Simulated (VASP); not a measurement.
Wanted: the native input for a VASP 6.6.1 run.

```
Task                   : single point
Functional             : r2SCAN
Dispersion             : rVV10
Potentials or basis    : VASP PAW PBE potentials, release 64 (Mg, Zn, O)
Cutoff                 : 520 eV
k mesh                 : 6 × 6 × 6
Occupations            : fermi-dirac, width 0.03 eV
Spin                   : no spin polarisation
Dipole correction      : no
Further INCAR settings : ALGO = Normal; EDIFF = 1e-06; NBANDS = 41
```

MgZn3O4:

```
CELL_PARAMETERS angstrom
4.53977 0.00000 0.00000
0.00000 4.53977 0.00000
0.00000 0.00000 4.53977
ATOMIC_POSITIONS crystal
Mg 0.00000 0.00000 0.00000
Zn 0.00000 0.50000 0.50000
Zn 0.50000 0.00000 0.50000
Zn 0.50000 0.50000 0.00000
O 0.24873 0.24873 0.24873
O 0.75127 0.75127 0.24873
O 0.24873 0.75127 0.75127
O 0.75127 0.24873 0.75127
```

The input as run:

POSCAR

```
MgZn3O4
1.0
    4.5397671971      0.0000000000      0.0000000000
    0.0000000000      4.5397671971      0.0000000000
    0.0000000000      0.0000000000      4.5397671971
Mg Zn O
1 3 4
Direct
    0.0000000000      0.0000000000      0.0000000000
    0.0000000000      0.5000000000      0.5000000000
    0.5000000000      0.0000000000      0.5000000000
    0.5000000000      0.5000000000      0.0000000000
    0.2487269133      0.2487269133      0.2487269133
    0.7512730867      0.7512730867      0.2487269133
    0.2487269133      0.7512730867      0.7512730867
    0.7512730867      0.2487269133      0.7512730867
```

INCAR.step1

```
PREC = Accurate
ENCUT = 520
ISMEAR = -1
SIGMA = 0.03
LREAL = False
LASPH = True
NELM = 60
NBANDS = 41
GGA = PE
ALGO = Normal
EDIFF = 1E-4
LWAVE = True
LCHARG = False
```

INCAR.step2

```
PREC = Accurate
ENCUT = 520
EDIFF = 1E-6
ISMEAR = -1
SIGMA = 0.03
LREAL = False
LASPH = True
NELM = 60
ALGO = Normal
ISIF = 2
LWAVE = False
LCHARG = False
METAGGA = R2SCAN
LMIXTAU = True
LUSE_VDW = True
IVDW_NL = 2
BPARAM = 11.95
CPARAM = 0.0093
NBANDS = 41
ISTART = 1
```

KPOINTS

```
Automatic mesh
0
Gamma
  6 6 6
```

Potentials or basis: VASP PAW PBE potentials, release 64 (Mg, Zn, O).

Command:

```bash
$ cat potpaw_PBE.64/Mg/POTCAR potpaw_PBE.64/Zn/POTCAR potpaw_PBE.64/O/POTCAR > POTCAR
$ cp INCAR.step1 INCAR
$ mpirun -np 1 vasp_std > vasp.out
$ cp INCAR.step2 INCAR
$ mpirun -np 1 vasp_std > vasp.out
```

Results of the run:

```
Pressure               : 0.7 GPa
Largest force          : 0.080 eV/Å
Band gap on the k mesh : 1.79 eV, direct
```

Caveat: the PAW data sets were made with another functional, which shifts forces and pressure a little.

It took 5.4 min on 1 thread of AMD EPYC 7R43 64-Core Processor (Zen 3) (shared host), peak memory 0.39 GiB.
